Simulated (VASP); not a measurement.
Here is a VASP 6.6.1 calculation.

Contents of INCAR:

```
  ALGO = Normal
  EDIFF = 1E-6
  ENCUT = 520
  GGA = PE
  ISIF = 2
  ISMEAR = 0
  LASPH = T
  LCHARG = T
  LELF = T
  LREAL = Auto
  LVHAR = T
  LWAVE = F
  NBANDS = 72
  NELM = 80
  PREC = Accurate
  SIGMA = 0.1
```

Contents of KPOINTS:

```
k-points
0
Gamma
  3 3 3
```

Contents of POSCAR:

```
Al30Cu
1.0
    8.1000000000      0.0000000000      0.0000000000
    0.0000000000      8.1000000000      0.0000000000
    0.0000000000      0.0000000000      8.1000000000
Al Cu
30 1
Direct
    0.4963151574      0.0032608936      0.0000000000
    0.7482356359      0.2529369786      0.0000000000
    0.7507959878      0.0004949046      0.2513678723
    0.0004449784      0.0004449784      0.0000000000
    0.7475073014      0.7475073014      0.0000000000
    0.2484492367      0.0033546347      0.2493487567
    0.4959489461      0.2550196473      0.2388132402
    0.7477327119      0.5003225762      0.2475120252
    0.4994707466      0.0016906247      0.5000000000
    0.7507466348      0.2489366182      0.5000000000
    0.7507959878      0.0004949046      0.7486321277
    0.0032608936      0.4963151574      0.0000000000
    0.2529369786      0.7482356359      0.0000000000
    0.0033546347      0.2484492367      0.2493487567
    0.2550196473      0.4959489461      0.2388132402
    0.5003225762      0.7477327119      0.2475120252
    0.0003641240      0.0003641240      0.5000000000
    0.2494773155      0.2494773155      0.5000000000
    0.4998319206      0.4998319206      0.5000000000
    0.7510643587      0.7510643587      0.5000000000
    0.2484492367      0.0033546347      0.7506512433
    0.4959489461      0.2550196473      0.7611867598
    0.7477327119      0.5003225762      0.7524879748
    0.0004949046      0.7507959878      0.2513678723
    0.0016906247      0.4994707466      0.5000000000
    0.2489366182      0.7507466348      0.5000000000
    0.0033546347      0.2484492367      0.7506512433
    0.2550196473      0.4959489461      0.7611867598
    0.5003225762      0.7477327119      0.7524879748
    0.0004949046      0.7507959878      0.7486321277
    0.2454794213      0.2454794213      0.0000000000
```

Potentials or basis: VASP PAW PBE potentials, release 64 (Al, Cu).

The run is started by

```bash
$ cat potpaw_PBE.64/Al/POTCAR potpaw_PBE.64/Cu/POTCAR > POTCAR
$ mpirun -np 1 vasp_std > vasp.out
```

Question: What does it give for the band gap on the k mesh?

Answer: Zero (an odd number of electrons rules out a gap without spin polarisation).

Question: Predict the pressure.

Answer: -2.2 GPa.

Question: Predict the largest force.

Answer: 0.014 eV/Å.

Forces in eV/Å, atoms in the order of the input:
```
Al   0.004 -0.013  0.000
Al   0.001  0.000  0.000
Al   0.005  0.001  0.006
Al   0.000  0.000  0.000
Al  -0.003 -0.003  0.000
Al   0.000 -0.003  0.008
Al   0.004  0.002 -0.003
Al  -0.005  0.001  0.001
Al  -0.001  0.011  0.000
Al   0.002 -0.008  0.000
Al   0.005  0.001 -0.006
Al  -0.013  0.004  0.000
Al   0.000  0.001  0.000
Al  -0.003  0.000  0.008
Al   0.002  0.004 -0.003
Al   0.001 -0.005  0.001
Al   0.001  0.001  0.000
Al  -0.005 -0.005  0.000
Al   0.002  0.002  0.000
Al   0.007  0.007  0.000
Al   0.000 -0.003 -0.008
Al   0.004  0.002  0.003
Al  -0.005  0.001 -0.001
Al   0.001  0.005  0.006
Al   0.011 -0.001  0.000
Al  -0.008  0.002  0.000
Al  -0.003  0.000 -0.008
Al   0.002  0.004  0.003
Al   0.001 -0.005 -0.001
Al   0.001  0.005 -0.006
Cu  -0.009 -0.009  0.000
```
